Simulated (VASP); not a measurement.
Set up this calculation in VASP 6.6.1, as the native input.

* Task: relaxation of cell and atoms
* Functional: PBEsol
* Potentials or basis: VASP PAW PBE potentials, release 64 (Tl_d, Sb, O)
* Cutoff: 600 eV
* k mesh: 8 × 8 × 8
* Occupations: fermi-dirac, width 0.02 eV
* Spin: no spin polarisation
* Dipole correction: no
* Further INCAR settings: ALGO = Normal; EDIFF = 1e-06; IBRION = 2; EDIFFG = -0.005; NSW = 80; ISIF = 3

The structure of TlSbO2 lies in POSCAR:

```
TlSbO2
1.0
    1.7724143108      1.0233038795      6.5739520690
   -1.7724143108      1.0233038795      6.5739520690
    0.0000000000     -2.0466077589      6.5739520690
Tl Sb O
1 1 2
Direct
    1.0000000000      0.0000000000      0.0000000000
    0.5000000000      0.5000000000      0.5000000000
    0.2271168170      0.2271168170      0.2271168170
    0.7728831830      0.7728831830      0.7728831830
```

These files were run (other wordings do the same):

INCAR

```
SYSTEM = TlSbO2
PREC     = Accurate       ! precision mode
ENCUT    = 600            ! plane-wave cutoff, eV
EDIFF    = 1E-6           ! SCF threshold, eV
ISMEAR   = -1             ! smearing method
SIGMA    = 0.02           ! smearing width, eV
LREAL    = .False.        ! projectors in reciprocal space
LASPH    = .True.         ! aspherical terms in the spheres
NELM     = 80             ! most SCF steps
ALGO     = Normal         ! electronic algorithm
ISIF     = 3              ! what is computed and relaxed
LWAVE    = .False.        ! write WAVECAR
LCHARG   = .False.        ! write CHGCAR
GGA      = PS             ! functional
IBRION   = 2              ! ionic algorithm
NSW      = 80             ! ionic steps
EDIFFG   = -0.005         ! ionic threshold
```

KPOINTS

```
regular mesh
0
Gamma
  8 8 8
  0 0 0
```

Potentials or basis: VASP PAW PBE potentials, release 64 (Tl_d, Sb, O).

Launch:

```console
$ cat potpaw_PBE.64/Tl_d/POTCAR potpaw_PBE.64/Sb/POTCAR potpaw_PBE.64/O/POTCAR > POTCAR
$ mpirun -np 1 vasp_std > vasp.out
```

It gave:

```json
{
 "Relaxed volume": "16.86 Å³/atom",
 "Relaxed cell": "a = 6.722 Å, b = 6.722 Å, c = 6.722 Å, α = 30.04°, β = 30.04°, γ = 30.04°",
 "Space group after relaxing (to 0.1 Å)": "R-3m (No. 166)",
 "Energy gained by relaxing": "15.4 meV/atom",
 "Ionic steps": "12",
 "Pressure after relaxing": "0.0 GPa",
 "Largest force after relaxing": "0.003 eV/Å",
 "Band gap on the k mesh": "zero (bands 15 and 16 overlap by 0.25 eV)"
}
```

Caveat: the PAW data sets were made with another functional, which shifts forces and pressure a little; spin-orbit coupling is left out, which moves the levels of the heavy elements.

It took 16 min on 1 thread of Intel(R) Xeon(R) 6975P-C (Granite Rapids), on a shared host, peak memory 0.57 GiB.
